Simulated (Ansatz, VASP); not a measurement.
## As: VASP beside Ansatz

```
As
1.0
     0.00000    2.13989    2.13989
     2.13989    0.00000    2.13989
     2.13989    2.13989    0.00000
As
1
Direct
  0.00000 0.00000 0.00000
```

Alike in both runs: task single point; functional LDA; k mesh 15 × 15 × 15; occupations fermi-dirac, width 0.1 eV; no spin polarisation.

```csv
,VASP,Ansatz
version,VASP 6.6.1,Ansatz 0.2.0
potentials or method,"VASP PAW LDA potentials, release 64 (As), cutoff 520 eV","plane waves (420 eV) with PAW, scalar-relativistic"
valence electrons in the cell,5,15
```

Ansatz gave:

| Property | Result |
| --- | --- |
| pressure (GPa) | -6.2 |

What did VASP give for the same quantities?

Pressure (GPa): -6.1.

Ansatz warns that its potentials were made for another functional, while VASP's fit it. LDA's correlation is that of Perdew and Zunger in VASP and of Perdew and Wang (1992) in Ansatz. VASP's potentials hold 5 valence electrons a cell and Ansatz's 15, so a difference there can come from the potentials and not from the codes.
